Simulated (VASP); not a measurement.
Here is a VASP 6.6.1 calculation.

The input INCAR:

```
SYSTEM = SiC3
  PREC = Accurate
  ENCUT = 520
  EDIFF = 1E-6
  ISMEAR = 0
  SIGMA = 0.1
  LREAL = .FALSE.
  LASPH = .TRUE.
  NELM = 100
  ALGO = Normal
  ISIF = 2
  LWAVE = .FALSE.
  LCHARG = .TRUE.
  GGA = PE
  LELF = .TRUE.
  LVHAR = .TRUE.
  NBANDS = 16
```

Contents of KPOINTS:

```
regular mesh
0
G
  6 6 4
  0 0 0
```

The input POSCAR:

```
SiC3
1.0
    3.2405592200      0.0000000000      0.0000000000
   -1.6202796100      2.8064066000      0.0000000000
    0.0000000000      0.0000000000      4.9510651000
Si C
1 3
Direct
    0.0000000000      0.0000000000      0.0000000000
    0.0000000000      0.0000000000      0.7199185100
    0.0000000000      0.0000000000      0.2800814900
    0.6666666700      0.3333333300      0.5000000000
```

Potentials or basis: VASP PAW PBE potentials, release 64 (Si, C).

Run with:

```sh
$ cat potpaw_PBE.64/Si/POTCAR potpaw_PBE.64/C/POTCAR > POTCAR
$ mpirun -np 1 vasp_std > vasp.out
```

Task: Estimate the largest force.

Result: 25.151 eV/Å.

Task: Estimate the pressure.

Result: 55.3 GPa.

Task: What does it give for the band gap on the k mesh?

Result: Zero (band 8 reaches 5.30 eV, above the bottom of band 9 at 4.23 eV).

Stress tensor (GPa, compression positive):
```
-21.25   0.00   0.00
  0.00 -21.25   0.00
  0.00   0.00 208.46
```

Caveat: the k points lie up to 0.37 Å⁻¹ apart; forces of over 1 eV/Å act on the atoms, so gaps and moduli don't describe the material at rest.
